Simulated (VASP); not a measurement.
# Tl2SbP3 (P-6m2) in VASP: notebook

Tl2SbP3 is run at these levels: PBEsol; tasks: single point, relaxation of cell and atoms.

All numbers are computed with VASP 6.6.1; they aren't measurements. Logs are shortened: lines on timing, memory, paths and dates and some standing lists are left out, and cuts for length are marked.

### Step 1. The cell of the first run

Symmetry: P-6m2, No. 187, hexagonal system. The conventional cell has a = 4.400 Å, b = 4.400 Å, c = 8.987 Å, α = 90.00°, β = 90.00°, γ = 120.00°. Tl (site symmetry 3m) has 9 P at 3.28 to 3.51 Å and 3 Sb at 3.51 Å and 1 Tl at 4.15 Å within 4.3 Å. Within 3.4 Å of Sb (site symmetry -6m2) lie 3 P at 2.54 Å. P (site symmetry -6m2) has 3 P at 2.54 Å and 6 Tl at 3.28 Å within 3.4 Å. P (site symmetry -6m2) has 3 Sb at 2.54 Å within 3.4 Å. Within 3.4 Å of P (site symmetry -6m2) lie 3 P at 2.54 Å and 6 Tl at 3.28 Å.

### Step 2. Single point, PBEsol

INCAR

```
PREC = Accurate ; ENCUT = 520
EDIFF = 1E-6 ; ISMEAR = -1
SIGMA = 0.03 ; LREAL = F
LASPH = T ; NELM = 100
ALGO = Normal ; ISIF = 2
LWAVE = F ; LCHARG = T
GGA = PS ; LELF = T
LVHAR = T ; NBANDS = 32
```

KPOINTS

```
regular mesh
0
Gamma
  6 6 2
```

POSCAR

```
Tl2SbP3
1.0
    4.3997274022      0.0000000000      0.0000000000
   -2.1998637011      3.8102757001      0.0000000000
    0.0000000000      0.0000000000      8.9868452159
Tl Sb P
2 1 3
Direct
    0.6666666667      0.3333333333      0.2691337079
    0.6666666667      0.3333333333      0.7308662921
    0.0000000000      0.0000000000      0.0000000000
    0.0000000000      0.0000000000      0.5000000000
    0.3333333333      0.6666666667      0.0000000000
    0.3333333333      0.6666666667      0.5000000000
```

Potentials or basis: VASP PAW PBE potentials, release 64 (Tl_d, Sb, P).

Launch:

```console
$ cat potpaw_PBE.64/Tl_d/POTCAR potpaw_PBE.64/Sb/POTCAR potpaw_PBE.64/P/POTCAR > POTCAR
$ mpirun -np 1 vasp_std > vasp.out
```

OUTCAR:

```text
PREC = Accurate
   ENCUT = 520
   EDIFF = 1E-6
   ISMEAR = -1
   LREAL = F
   LASPH = T
   NELM = 100
   ISIF = 2
   GGA = PS

 ion  position               nearest neighbor table
   1  0.667  0.333  0.269-   6 3.28   4 3.28   6 3.28   4 3.28   4 3.28   6 3.28   5 3.51   3 3.51
                             5 3.51   3 3.51   3 3.51   5 3.51
   2  0.667  0.333  0.731-   6 3.28   4 3.28   6 3.28   4 3.28   4 3.28   6 3.28   5 3.51   3 3.51
                             5 3.51   3 3.51   3 3.51   5 3.51
   3  0.000  0.000  0.000-   5 2.54   5 2.54   5 2.54   1 3.51   2 3.51   2 3.51   1 3.51   2 3.51
                             1 3.51
   4  0.000  0.000  0.500-   6 2.54   6 2.54   6 2.54   1 3.28   2 3.28   2 3.28   1 3.28   2 3.28
                             1 3.28
   5  0.333  0.667  0.000-   3 2.54   3 2.54   3 2.54   1 3.51   2 3.51   1 3.51   2 3.51   1 3.51
                             2 3.51
   6  0.333  0.667  0.500-   4 2.54   4 2.54   4 2.54   1 3.28   2 3.28   1 3.28   2 3.28   1 3.28
                             2 3.28

  LATTYP: Found a hexagonal cell.
 ALAT       =     4.3997274022
 C/A-ratio  =     2.0425913686

  Lattice vectors:

 A1 = (   4.3997274022,   0.0000000000,   0.0000000000)
 A2 = (  -2.1998637011,   3.8102757001,   0.0000000000)
 A3 = (   0.0000000000,   0.0000000000,   8.9868452159)

Analysis of symmetry for initial positions (statically):
=====================================================================
 Subroutine PRICEL returns:
 Original cell was already a primitive cell.

 Routine SETGRP: Setting up the symmetry group for a
 hexagonal supercell.

 Subroutine GETGRP returns: Found 12 space group operations
 (whereof 12 operations were pure point group operations)
 out of a pool of 24 trial point group operations.

The static configuration has the point symmetry D_3h.

Analysis of symmetry for dynamics (positions and initial velocities):
=====================================================================
 Subroutine PRICEL returns:
 Original cell was already a primitive cell.

 Routine SETGRP: Setting up the symmetry group for a
 hexagonal supercell.

 Subroutine GETGRP returns: Found 12 space group operations
 (whereof 12 operations were pure point group operations)
 out of a pool of 24 trial point group operations.

The dynamic configuration has the point symmetry D_3h.

 Subroutine INISYM returns: Found 12 space group operations
 (whereof 12 operations are pure point group operations),
 and found     1 'primitive' translations

----------------------------------------------------------------------------------------

                                     Primitive cell

  volume of cell :     150.6570

  direct lattice vectors                    reciprocal lattice vectors
     4.399727402  0.000000000  0.000000000     0.227286809  0.131224100  0.000000000
    -2.199863701  3.810275700  0.000000000     0.000000000  0.262448200  0.000000000
     0.000000000  0.000000000  8.986845216     0.000000000  0.000000000  0.111273754

  length of vectors
     4.399727402  4.399727402  8.986845216     0.262448200  0.262448200  0.111273754

  position of ions in fractional coordinates (direct lattice)
     0.666666667  0.333333333  0.269133708
     0.666666667  0.333333333  0.730866292
     0.000000000  0.000000000  0.000000000
     0.000000000  0.000000000  0.500000000
     0.333333333  0.666666667  0.000000000
     0.333333333  0.666666667  0.500000000

  ion indices of the primitive-cell ions
   primitive index   ion index
                 1           1
                 2           2
                 3           3
                 4           4
                 5           5
                 6           6

----------------------------------------------------------------------------------------

 KPOINTS: regular mesh

Automatic generation of k-mesh.
 Grid dimensions read from file:
 generate k-points for:    6    6    2

 Generating k-lattice:

  Cartesian coordinates                     Fractional coordinates (reciprocal lattice)
     0.037881135  0.021870683  0.000000000     0.166666667  0.000000000  0.000000000
     0.000000000  0.043741367  0.000000000     0.000000000  0.166666667  0.000000000
     0.000000000  0.000000000  0.055636877     0.000000000  0.000000000  0.500000000

  Length of vectors
     0.043741367  0.043741367  0.055636877

  Shift w.r.t. Gamma in fractional coordinates (k-lattice)
     0.000000000  0.000000000  0.000000000

 Subroutine IBZKPT returns following result:
 ===========================================

 Found     14 irreducible k-points:

 Following reciprocal coordinates:
            Coordinates               Weight
  0.000000  0.000000  0.000000      1.000000
  0.166667  0.000000  0.000000      6.000000
  0.333333  0.000000  0.000000      6.000000
  0.500000  0.000000  0.000000      3.000000
  0.166667  0.166667  0.000000      6.000000
  0.333333  0.166667  0.000000     12.000000
  0.333333  0.333333  0.000000      2.000000
  0.000000  0.000000  0.500000      1.000000
  0.166667  0.000000  0.500000      6.000000
  0.333333  0.000000  0.500000      6.000000
  0.500000  0.000000  0.500000      3.000000
  0.166667  0.166667  0.500000      6.000000
  0.333333  0.166667  0.500000     12.000000
  0.333333  0.333333  0.500000      2.000000
   k-points           NKPTS =     14   k-points in BZ     NKDIM =     14   number of bands    NBANDS=     32
   number of dos      NEDOS =    301   number of ions     NIONS =      6
   total plane-waves  NPLWV =  90720
   dimension x,y,z NGX =    36 NGY =   36 NGZ =   70
   dimension x,y,z NGXF=    72 NGYF=   72 NGZF=  140
   ions per type =               2   1   3
   NGX,Y,Z   is equivalent  to a cutoff of  13.60, 13.60, 12.95 a.u.
   NGXF,Y,Z  is equivalent  to a cutoff of  27.21, 27.21, 25.90 a.u.
 SYSTEM =  unknown system
   PREC   = accura    normal or accurate (medium, high low for compatibility)
   ISTART =      0    job   : 0-new  1-cont  2-samecut
   ICHARG =      2    charge: 1-file 2-atom 10-const
   ISPIN  =      1    spin polarized calculation?
   LNONCOLLINEAR =      F non collinear calculations
   LSORBIT =      F    spin-orbit coupling
   LASPH  =      T    aspherical Exc in radial PAW
   ENCUT  =  520.0 eV  38.22 Ry    6.18 a.u.   8.18  8.18 16.71*2*pi/ulx,y,z
   NELM   =    100;   NELMIN=  2; NELMDL= -5     # of ELM steps
   EDIFF  = 0.1E-05   stopping-criterion for ELM
   LREAL  =      F    real-space projection
   EDIFFG = 0.1E-04   stopping-criterion for IOM
   NSW    =      0    number of steps for IOM
   IBRION =     -1    ionic relax: 0-MD 1-quasi-New 2-CG
   NFREE  =      0    steps in history (QN), initial steepest desc. (CG)
   ISIF   =      2    stress and relaxation
   ISYM   =      2    0-nonsym 1-usesym 2-fastsym
   POTIM  = 0.5000    time-step for ionic-motion
   TEBEG  =    0.0;   TEEND  =   0.0 temperature during run
   PSTRESS=    0.0 pullay stress
   NELECT =      46.0000    total number of electrons
   NUPDOWN=      -1.0000    fix difference up-down
   EMIN   =  10.00;   EMAX   =-10.00  energy-range for DOS
   EFERMI =   0.00;   METHOD = LEGACY
   ISMEAR =    -1;   SIGMA  =   0.03  broadening in eV -4-tet -1-fermi 0-gaus
   EFERMI_NEDOS =   21; number of points for ismear=-14 and -15
   IALGO  =     38    algorithm
   IMIX   =      4    mixing-type and parameters
     AMIX     =   0.40;   BMIX     =  1.00
     AMIX_MAG =   1.60;   BMIX_MAG =  1.00
  volume/ion in A,a.u.               =      25.11       169.45
  Fermi-wavevector in a.u.,A,eV,Ry     =   1.102379  2.083194 16.534339  1.215240
  Thomas-Fermi vector in A             =   2.238821
   LORBIT       =      0    0 simple, 1 ext, 2 COOP (PROOUT), +10 PAW based schemes
   GGA     = PS    functional components
   LHFCALC =     F    Hartree Fock is set to
   AEXX    =    0.0000 exact exchange contribution
   IVDW    =     0    specifies the selected vdW correction
   LEPSILON=     F    determine dielectric tensor
   LRPA    =     F    only Hartree local field effects (RPA)
 non-spin polarized calculation
  energy-cutoff  :      520.00
  volume of cell :      150.66
 maximum number of plane-waves:      4092
 NGX is ok and might be reduce to    36
   NGX = 17   NGY = 17   NGZ = 33

 number of electron      45.9999995 magnetization

 Free energy of the ion-electron system (eV)
  ---------------------------------------------------
  ext. energy  EPLUGINS =         0.00000000
  ---------------------------------------------------
  free energy    TOTEN  =       -24.81192901 eV

  energy without entropy =      -24.80188252  energy(sigma->0) =      -24.80690576

 E-fermi :   5.9023     XC(G=0):  -9.9117

 val. band max:        5.8438203381   @ k =   0.0000   0.0000   0.5000
 cond. band min:       5.9409596049   @ k =   0.3333   0.0000   0.0000
 fundamental gap:      0.0971392668
 Fermi energy:         5.9023089412

 k-point     1 :       0.0000    0.0000    0.0000
  band No.  band energies     occupation
      1      -7.1607      2.00000
      2      -6.7729      2.00000
      3      -5.1775      2.00000
      4      -5.1676      2.00000
      5      -5.1676      2.00000
      6      -5.1478      2.00000
[... 24 lines left out ...]
     31       9.8300      0.00000
     32      10.2340      0.00000

 k-point     2 :       0.1667    0.0000    0.0000
  band No.  band energies     occupation
      1      -6.9112      2.00000
      2      -6.5964      2.00000
      3      -5.1767      2.00000
      4      -5.1755      2.00000
      5      -5.1600      2.00000
      6      -5.1443      2.00000
[... 24 lines left out ...]
     31      10.0981      0.00000
     32      10.7127      0.00000
[... 383 lines left out ...]
     31      10.2107      0.00000
     32      10.7631      0.00000

 k-point    14 :       0.3333    0.3333    0.5000
  band No.  band energies     occupation
      1      -5.5239      2.00000
      2      -5.5228      2.00000
      3      -5.3942      2.00000
      4      -5.3244      2.00000
      5      -5.1534      2.00000
      6      -5.1307      2.00000
[... 24 lines left out ...]
     31       9.9375      0.00000
     32      10.3414      0.00000

------------------------ aborting loop because EDIFF is reached ----------------------------------------

  FORCE on cell =-STRESS in cart. coord.  units (eV):
  Direction    XX          YY          ZZ          XY          YZ          ZX
  --------------------------------------------------------------------------------------
  -------------------------------------------------------------------------------------
  Total        0.1159785      0.1159785     -0.0261081      0.0000000      0.0000000      0.0000000
  in kB        1.2333847      1.2333847     -0.2776491      0.0000000      0.0000000      0.0000000
  external PRESSURE =       0.7297068 kB  Pullay stress =       0.0000000 kB

 VOLUME and BASIS-vectors are now :
 -----------------------------------------------------------------------------
  energy-cutoff  :      520.00
  volume of cell :      150.66
      direct lattice vectors                 reciprocal lattice vectors
     4.399727402  0.000000000  0.000000000     0.227286809  0.131224100  0.000000000
    -2.199863701  3.810275700  0.000000000     0.000000000  0.262448200  0.000000000
     0.000000000  0.000000000  8.986845216     0.000000000  0.000000000  0.111273754

 POSITION                                       TOTAL-FORCE (eV/Angst)
 -----------------------------------------------------------------------------------
      2.19986      1.27009      2.41866        -0.000000      0.000000     -0.006908
      2.19986      1.27009      6.56818        -0.000000      0.000000      0.006908
      0.00000      0.00000      0.00000         0.000000     -0.000000      0.000000
      0.00000      0.00000      4.49342         0.000000     -0.000000      0.000000
     -0.00000      2.54018      0.00000         0.000000     -0.000000      0.000000
     -0.00000      2.54018      4.49342         0.000000     -0.000000      0.000000
 -----------------------------------------------------------------------------------
    total drift:                               -0.000000      0.000000      0.000000

  FREE ENERGIE OF THE ION-ELECTRON SYSTEM (eV)
  ---------------------------------------------------
  free  energy   TOTEN  =       -24.8119290107 eV

  energy  without entropy=      -24.8018825162  energy(sigma->0) =      -24.80690576
```

Wall time 26 s (1 thread of Intel Xeon 6975P-C (Granite Rapids), shared host); peak memory 0.32 GiB.

What came out:

| Property | Result |
| --- | --- |
| Free energy | -24.8119 eV |
| Pressure | 0.1 GPa |
| Largest force | 0.007 eV/Å |
| Band gap on the k mesh | zero (band 23 reaches 6.55 eV, above the bottom of band 24 at 5.53 eV) |

Forces in eV/Å, atoms in the order of the input:
```
Tl   0.000  0.000 -0.007
Tl   0.000  0.000  0.007
Sb   0.000  0.000  0.000
P    0.000  0.000  0.000
P    0.000  0.000  0.000
P    0.000  0.000  0.000
```

Levels at points of the mesh, in eV from the Fermi level:
```
           k point  band 20  band 21  band 22  band 23  band 24  band 25
(0.00, 0.00, 0.00)    -3.39    -3.39    -0.25    -0.25     0.26     1.06
(0.50, 0.00, 0.00)    -2.53    -1.51    -0.63    -0.25    -0.06     1.20
(0.00, 0.00, 0.50)    -3.39    -1.69    -1.16    -0.06    -0.06     0.65
(0.50, 0.00, 0.50)    -2.88    -2.17    -1.84     0.18     0.35     2.73
```

Caveat: the PAW data sets were made with another functional, which shifts forces and pressure a little; spin-orbit coupling is left out, which moves the levels of the heavy elements.

### Step 3. Relaxation of cell and atoms, PBEsol

This run uses another cell than the first one, of 30.42 Å³/atom, 1.211 times its volume.

INCAR

```
SYSTEM = Tl2SbP3
PREC = Accurate
ENCUT = 600
EDIFF = 1E-7
ISMEAR = -1
SIGMA = 0.03
LREAL = .False.
LASPH = .True.
NELM = 80
ALGO = Normal
ISIF = 3
LWAVE = .False.
LCHARG = .False.
GGA = PS
IBRION = 2
NSW = 100
EDIFFG = -0.01
```

KPOINTS

```
regular mesh
0
Gamma
  6 6 2
  0 0 0
```

POSCAR

```
Tl2SbP3
1.0
    4.8311963800      0.0000000000      0.0000000000
   -2.4155981900      4.1839388000      0.0000000000
    0.0000000000      0.0000000000      9.0290365400
Tl Sb P
2 1 3
Direct
    0.6666666700      0.3333333300      0.2480740000
    0.6666666700      0.3333333300      0.7519260000
    0.0000000000      0.0000000000      0.0000000000
    0.0000000000      0.0000000000      0.5000000000
    0.3333333300      0.6666666700      0.0000000000
    0.3333333300      0.6666666700      0.5000000000
```

Potentials or basis: VASP PAW PBE potentials, release 64 (Tl_d, Sb, P).

Launch:

```console
$ cat potpaw_PBE.64/Tl_d/POTCAR potpaw_PBE.64/Sb/POTCAR potpaw_PBE.64/P/POTCAR > POTCAR
$ mpirun -np 1 vasp_std > vasp.out
```

It took 5 min on 1 thread of Intel Xeon 6975P-C (Granite Rapids), shared host; peak memory 0.39 GiB.

Results (log left out):

| Quantity | Value |
| --- | --- |
| Free energy | -24.8136 eV |
| Relaxed volume | 25.14 Å³/atom |
| Relaxed cell | a = 4.404 Å, b = 4.404 Å, c = 8.982 Å, α = 90.00°, β = 90.00°, γ = 120.00° |
| Space group after relaxing (to 0.05 Å) | P-6m2 (No. 187) |
| Energy gained by relaxing | 193.9 meV/atom |
| Ionic steps | 11 |
| Pressure after relaxing | 0.0 GPa |
| Band gap on the k mesh | zero (band 23 reaches 6.54 eV, above the bottom of band 24 at 5.51 eV) |

Step by step:
```tsv
step	energy change (eV)	largest force (eV/Å)	pressure (GPa)	volume (Å³)
1	0.0000	0.3368	-6.87	182.51
2	-1.0758	0.4709	-0.10	149.99
3	-1.0771	0.4771	0.24	149.08
4	-1.1017	0.4074	0.21	149.55
5	-1.1473	0.2002	0.21	150.93
6	-1.1215	0.1462	0.48	153.58
7	-1.1553	0.0617	0.26	151.85
8	-1.1570	0.0148	-0.68	153.93
9	-1.1592	0.0350	-0.28	153.03
10	-1.1624	0.0158	-0.12	151.77
11	-1.1631	0.0004	0.01	150.85
```

Final structure:
```xyz
6
Lattice="4.4037 0.0000 0.0000 -2.2019 3.8137 0.0000 0.0000 0.0000 8.9823" Properties=species:S:1:pos:R:3 pbc="T T T"
Tl    2.2019    1.2712    2.4150
Tl    2.2019    1.2712    6.5673
Sb    0.0000    0.0000    0.0000
P     0.0000    0.0000    4.4912
P     0.0000    2.5425    0.0000
P     0.0000    2.5425    4.4912
```

Levels at points of the mesh, in eV from the Fermi level:
```
           k point  band 19  band 20  band 21  band 22  band 23  band 24  band 25  band 26
(0.00, 0.00, 0.00)    -3.53    -3.39    -3.39    -0.25    -0.25     0.26     1.05     1.05
(0.50, 0.00, 0.00)    -3.89    -2.54    -1.51    -0.62    -0.25    -0.07     1.21     1.99
(0.00, 0.00, 0.50)    -3.39    -3.39    -1.68    -1.16    -0.06    -0.06     0.65     0.65
(0.50, 0.00, 0.50)    -3.07    -2.88    -2.17    -1.84     0.18     0.35     2.73     3.10
```

Caveat: the volume moved by over 15 % at a fixed basis, so the end points are rough; the PAW data sets were made with another functional, which shifts forces and pressure a little; spin-orbit coupling is left out, which moves the levels of the heavy elements.
